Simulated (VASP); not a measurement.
# PbSe in VASP: further runs

Aim: see how the results for PbSe move with the level of theory and the settings. Levels: PBE, B3LYP, PBE-based screened hybrid with 25 % exact exchange. Tasks: single point.

All numbers are computed with VASP 6.6.1; they aren't measurements. Logs are shortened: lines on timing, memory, paths and dates and some standing lists are left out, and cuts for length are marked.

### 1 The cell of the first run

The cell holds a slab with vacuum, 4 atoms: a = 4.409 Å, b = 4.405 Å, c = 12.446 Å, α = 100.14°, β = 100.41°, γ = 90.00°.

### 2 Single point, PBE

File INCAR:

```
SYSTEM = PbSe
PREC = Accurate
ENCUT = 520
EDIFF = 1E-7
ISMEAR = 0
SIGMA = 0.05
LREAL = .False.
LASPH = .True.
NELM = 60
ALGO = Normal
ISIF = 2
LWAVE = .False.
LCHARG = .False.
GGA = PE
NBANDS = 28
```

File KPOINTS:

```
regular mesh
0
Gamma
  4 4 1
  0 0 0
```

File POSCAR:

```
PbSe
1.0
    4.4090481499      0.0050402805     -0.0082826192
   -0.0052571138      4.4052091211      0.0019640753
   -2.2244097933     -2.1998384102     12.0462632283
Pb Se
2 2
Direct
    0.1822088175      0.2002484073      0.3861527877
    0.8013593723      0.8135947986      0.6148422371
    0.6783450598      0.6981839882      0.3801265377
    0.3019787504      0.3181278059      0.6208564374
```

Potentials or basis: VASP PAW PBE potentials, release 64 (Pb_d, Se).

On the command line:

```console
$ cat potpaw_PBE.64/Pb_d/POTCAR potpaw_PBE.64/Se/POTCAR > POTCAR
$ mpirun -np 1 vasp_std > vasp.out
```

OUTCAR:

```text
SYSTEM = PbSe
   PREC = Accurate
   ENCUT = 520
   EDIFF = 1E-7
   ISMEAR = 0
   LREAL = .False.
   LASPH = .True.
   NELM = 60
   ISIF = 2
   GGA = PE

 ion  position               nearest neighbor table
   1  0.182  0.200  0.386-   4 2.83   3 3.11   3 3.12   3 3.12   3 3.12
   2  0.801  0.814  0.615-   3 2.83   4 3.10   4 3.11   4 3.12   4 3.13
   3  0.678  0.698  0.380-   2 2.83   1 3.11   1 3.12   1 3.12   1 3.12
   4  0.302  0.318  0.621-   1 2.83   2 3.10   2 3.11   2 3.12   2 3.13

  LATTYP: Found a triclinic cell.
 ALAT       =    13.9004112128
 B/A-ratio  =     0.3169124013
 C/A-ratio  =     0.3171890920
 COS(alpha) =     0.0000510557
 COS(beta)  =     0.1553720273
 COS(gamma) =     0.4746081892

  Lattice vectors:

 A1 = (   2.1898954704,  -6.6000072508,  12.0360165338)
 A2 = (   0.0052571138,  -4.4052091211,  -0.0019640753)
 A3 = (   4.4090481499,   0.0050402805,  -0.0082826192)

Analysis of symmetry for initial positions (statically):
=====================================================================
 Subroutine PRICEL returns:
 Original cell was already a primitive cell.

 Routine SETGRP: Setting up the symmetry group for a
 triclinic supercell.

 Subroutine GETGRP returns: Found  1 space group operations
 (whereof  1 operations were pure point group operations)
 out of a pool of  2 trial point group operations.

The static configuration has the point symmetry C_1 .

Analysis of symmetry for dynamics (positions and initial velocities):
=====================================================================
 Subroutine PRICEL returns:
 Original cell was already a primitive cell.

 Routine SETGRP: Setting up the symmetry group for a
 triclinic supercell.

 Subroutine GETGRP returns: Found  1 space group operations
 (whereof  1 operations were pure point group operations)
 out of a pool of  2 trial point group operations.

The dynamic configuration has the point symmetry C_1 .

 Subroutine INISYM returns: Found  1 space group operations
 (whereof  1 operations are pure point group operations),
 and found     1 'primitive' translations

----------------------------------------------------------------------------------------

                                     Primitive cell

  volume of cell :     233.9100

[... 73 lines left out ...]
   LSORBIT =      F    spin-orbit coupling
   LASPH  =      T    aspherical Exc in radial PAW
   ENCUT  =  520.0 eV  38.22 Ry    6.18 a.u.   8.20  8.19 23.14*2*pi/ulx,y,z
   NELM   =     60;   NELMIN=  2; NELMDL= -5     # of ELM steps
   EDIFF  = 0.1E-06   stopping-criterion for ELM
   LREAL  =      F    real-space projection
   EDIFFG = 0.1E-05   stopping-criterion for IOM
   NSW    =      0    number of steps for IOM
   IBRION =     -1    ionic relax: 0-MD 1-quasi-New 2-CG
   NFREE  =      0    steps in history (QN), initial steepest desc. (CG)
   ISIF   =      2    stress and relaxation
   ISYM   =      2    0-nonsym 1-usesym 2-fastsym
   POTIM  = 0.5000    time-step for ionic-motion
   TEBEG  =    0.0;   TEEND  =   0.0 temperature during run
   PSTRESS=    0.0 pullay stress
   NELECT =      40.0000    total number of electrons
   NUPDOWN=      -1.0000    fix difference up-down
   EMIN   =  10.00;   EMAX   =-10.00  energy-range for DOS
   EFERMI =   0.00;   METHOD = LEGACY
   ISMEAR =     0;   SIGMA  =   0.05  broadening in eV -4-tet -1-fermi 0-gaus
   EFERMI_NEDOS =   21; number of points for ismear=-14 and -15
   IALGO  =     38    algorithm
   IMIX   =      4    mixing-type and parameters
     AMIX     =   0.40;   BMIX     =  1.00
     AMIX_MAG =   1.60;   BMIX_MAG =  1.00
  volume/ion in A,a.u.               =      58.48       394.63
  Fermi-wavevector in a.u.,A,eV,Ry     =   0.908682  1.717160 11.234370  0.825703
  Thomas-Fermi vector in A             =   2.032637
   LORBIT       =      0    0 simple, 1 ext, 2 COOP (PROOUT), +10 PAW based schemes
   GGA     = PE    functional components
   LHFCALC =     F    Hartree Fock is set to
   AEXX    =    0.0000 exact exchange contribution
   IVDW    =     0    specifies the selected vdW correction
   LEPSILON=     F    determine dielectric tensor
   LRPA    =     F    only Hartree local field effects (RPA)
 non-spin polarized calculation
 Gauss-broadening in eV      SIGMA  =   0.05
  energy-cutoff  :      520.00
  volume of cell :      233.91
 maximum number of plane-waves:      6327
 NGX is ok and might be reduce to    36
   NGX = 17   NGY = 17   NGZ = 47

 number of electron      40.0000000 magnetization

 Free energy of the ion-electron system (eV)
  ---------------------------------------------------
  ext. energy  EPLUGINS =         0.00000000
  ---------------------------------------------------
  free energy    TOTEN  =       -16.10682543 eV

  energy without entropy =      -16.10682543  energy(sigma->0) =      -16.10682543

 E-fermi :   0.0161     XC(G=0):  -5.5686

 val. band max:       -0.2656481218   @ k =   0.5000   0.0000  -0.0000
 cond. band min:       1.3951483900   @ k =   0.0000   0.5000   0.0000
 fundamental gap:      1.6607965118
 Fermi energy:         0.0160938194

 k-point     1 :       0.0000    0.0000    0.0000
  band No.  band energies     occupation
      1     -16.6034      2.00000
      2     -16.5171      2.00000
      3     -16.5038      2.00000
      4     -16.5010      2.00000
      5     -16.4980      2.00000
      6     -16.4949      2.00000
[... 299 lines left out ...]
     27       6.1303      0.00000
     28       6.2011      0.00000

------------------------ aborting loop because EDIFF is reached ----------------------------------------

  FORCE on cell =-STRESS in cart. coord.  units (eV):
  Direction    XX          YY          ZZ          XY          YZ          ZX
  --------------------------------------------------------------------------------------
  -------------------------------------------------------------------------------------
  Total        0.0635550      0.0879138     -0.2481994      0.0017742      0.0023583     -0.0154442
  in kB        0.4353231      0.6021695     -1.7000536      0.0121523      0.0161536     -0.1057861
  external PRESSURE =      -0.2208536 kB  Pullay stress =       0.0000000 kB

 VOLUME and BASIS-vectors are now :
 -----------------------------------------------------------------------------
  energy-cutoff  :      520.00
  volume of cell :      233.91
      direct lattice vectors                 reciprocal lattice vectors
     4.409048150  0.005040281 -0.008282619     0.226884824  0.000252061  0.041941581
    -0.005257114  4.405209121  0.001964075    -0.000181677  0.226985296  0.041417562
    -2.224409793 -2.199838410 12.046263228     0.000156028 -0.000036835  0.083035380

 POSITION                                       TOTAL-FORCE (eV/Angst)
 -----------------------------------------------------------------------------------
     -0.05665      0.03358      4.65058         0.003359     -0.000745      0.018896
      2.16129      2.23554      7.40151        -0.004489      0.001628     -0.019894
      2.14163      2.24285      4.57486         0.003012      0.000729      0.055674
     -0.05127      0.03716      7.47712        -0.001882     -0.001612     -0.054676
 -----------------------------------------------------------------------------------
    total drift:                                0.000025     -0.000020     -0.000105

  FREE ENERGIE OF THE ION-ELECTRON SYSTEM (eV)
  ---------------------------------------------------
  free  energy   TOTEN  =       -16.1068254302 eV

  energy  without entropy=      -16.1068254302  energy(sigma->0) =      -16.10682543
```

Run time: 2.3 min. Hardware: 1 thread of AMD EPYC 7R13, shared host; peak memory 0.33 GiB.

What came out:

```
Free energy            : -16.1068 eV
Largest force          : 0.056 eV/Å
Band gap on the k mesh : 1.66 eV
```

Forces in eV/Å, atoms in the order of the input:
```
Pb   0.003 -0.001  0.019
Pb  -0.004  0.002 -0.020
Se   0.003  0.001  0.056
Se  -0.002 -0.002 -0.055
```

Caveat: spin-orbit coupling is left out, which moves the levels of the heavy elements.

### 3 Single point, B3LYP

POSCAR is that of step 2.

File INCAR.step1:

```
PREC = Accurate ; ENCUT = 520
EDIFF = 1E-5 ; ISMEAR = 0
SIGMA = 0.05 ; LREAL = F
LASPH = T ; NELM = 100
ALGO = Normal ; ISIF = 2
LWAVE = T ; NBANDS = 28
GGA = PE
```

File INCAR.step2:

```
PREC = Accurate ; ENCUT = 520
EDIFF = 1E-6 ; ISMEAR = 0
SIGMA = 0.05 ; LREAL = F
LASPH = T ; NELM = 100
ALGO = Normal ; ISIF = 2
LWAVE = F ; LCHARG = T
GGA = B3 ; LHFCALC = T
AEXX = 0.2 ; AGGAX = 0.72
AGGAC = 0.81 ; ALDAC = 0.19
PRECFOCK = Normal ; LELF = T
LVHAR = T ; NBANDS = 28
ISTART = 1
```

File KPOINTS:

```
Automatic mesh
0
Gamma
  4 4 1
```

Potentials or basis: VASP PAW PBE potentials, release 64 (Pb_d, Se).

On the command line:

```console
$ cat potpaw_PBE.64/Pb_d/POTCAR potpaw_PBE.64/Se/POTCAR > POTCAR
$ cp INCAR.step1 INCAR
$ mpirun -np 1 vasp_std > vasp.out
$ cp INCAR.step2 INCAR
$ mpirun -np 1 vasp_std > vasp.out
```

Run time: 88 min. Hardware: 1 thread of Intel Xeon Platinum 8375C at 2.90GHz (Ice Lake), shared host; peak memory 0.43 GiB.

It converged, with:

```
Free energy            : -18.5001 eV
Largest force          : 0.125 eV/Å
Band gap on the k mesh : 2.59 eV
```

Forces in eV/Å, atoms in the order of the input:
```
Pb   0.005  0.000 -0.125
Pb  -0.004  0.000  0.124
Se   0.004  0.002  0.035
Se  -0.005 -0.001 -0.034
```

Levels at points of the mesh, in eV from the valence-band top:
```tsv
k point	band 18	band 19	band 20	band 21	band 22	band 23
(0.00, 0.00, 0.00)	-1.49	-1.48	-0.54	3.12	4.81	5.97
(0.50, 0.00, 0.00)	-0.98	-0.01	0.00	2.60	2.61	3.53
(0.00, 0.50, 0.00)	-0.99	-0.01	-0.01	2.59	2.60	3.52
(0.50, 0.50, 0.00)	-2.92	-1.51	-1.51	4.76	4.78	6.36
```

Caveat: the PAW data sets were made with another functional, which shifts forces and pressure a little; spin-orbit coupling is left out, which moves the levels of the heavy elements.

### 4 Single point, PBE-based screened hybrid with 25 % exact exchange

POSCAR is that of step 3.

File INCAR.step1:

```
SYSTEM = PbSe
PREC = Accurate ; ENCUT = 520
EDIFF = 1E-5 ; ISMEAR = 0
SIGMA = 0.05 ; LREAL = .False.
LASPH = .True. ; NELM = 100
ALGO = Normal ; ISIF = 2
LWAVE = .True. ; LCHARG = .False.
NBANDS = 28 ; GGA = PE
```

File INCAR.step2:

```
SYSTEM = PbSe
PREC = Accurate ; ENCUT = 520
EDIFF = 1E-6 ; ISMEAR = 0
SIGMA = 0.05 ; LREAL = .False.
LASPH = .True. ; NELM = 100
ALGO = Normal ; ISIF = 2
LWAVE = .False. ; LCHARG = .False.
GGA = PE ; LHFCALC = .True.
AEXX = 0.25 ; HFSCREEN = 0.1
PRECFOCK = Normal ; NBANDS = 28
ISTART = 1
```

File KPOINTS:

```
Automatic mesh
0
Gamma
  4 4 1
  0 0 0
```

On the command line:

```console
$ cat potpaw_PBE.64/Pb_d/POTCAR potpaw_PBE.64/Se/POTCAR > POTCAR
$ cp INCAR.step1 INCAR
$ mpirun -np 1 vasp_std > vasp.out
$ cp INCAR.step2 INCAR
$ mpirun -np 1 vasp_std > vasp.out
```

Wall time 33 min (1 thread of AMD EPYC 7R13 (Zen 3), shared host); peak memory 0.51 GiB.

The run converged. Its results:

- Free energy: -20.1895 eV
- Largest force: 0.281 eV/Å
- Band gap on the k mesh: 2.44 eV (least direct gap 2.45 eV)

Forces on the atoms (eV/Å):
```
Pb   0.006 -0.001  0.173
Pb  -0.003 -0.001 -0.174
Se   0.005  0.002  0.281
Se  -0.008  0.000 -0.280
```

Levels at points of the mesh, in eV from the valence-band top:
```csv
k point,band 17,band 18,band 19,band 20,band 21,band 22,band 23,band 24
"(0.00, 0.00, 0.00)",-2.64,-1.53,-1.52,-0.56,3.13,4.65,5.54,6.12
"(0.50, 0.00, 0.00)",-1.05,-1.04,-0.01,0.00,2.45,2.46,3.44,3.44
"(0.00, 0.50, 0.00)",-1.05,-1.05,-0.01,-0.01,2.44,2.45,3.43,3.43
"(0.50, 0.50, 0.00)",-3.03,-3.03,-1.55,-1.55,4.79,4.81,6.11,6.14
```

Caveat: the PAW data sets were made with another functional, which shifts forces and pressure a little; spin-orbit coupling is left out, which moves the levels of the heavy elements.

### 5 The runs side by side

```tsv
level	grid for exact exchange (PRECFOCK)	share of exact exchange	screening parameter	gap on the mesh (eV)	largest force (eV/Å)
PBE	-	-	-	1.66	0.06
B3LYP	Normal	0.2	-	2.59	0.13
PBE-based screened hybrid with 25 % exact exchange	Normal	0.25	0.1 1/Å	2.44	0.28
```

Alike in all rows: task single point; potentials or basis VASP PAW PBE potentials, release 64 (Pb_d, Se); no spin polarisation; cell as given; k mesh 4 × 4 × 1; cutoff (eV) 520; smearing gaussian 0.05 eV.

On the cell as given the gap runs from 1.66 eV (PBE) to 2.59 eV (B3LYP).

Caveats: spin-orbit coupling is left out, which moves the levels of the heavy elements; the PAW data sets were made with another functional, which shifts forces and pressure a little (at least some runs).

Total energies depend on the potentials used, so only differences within one code and one set of settings carry meaning.
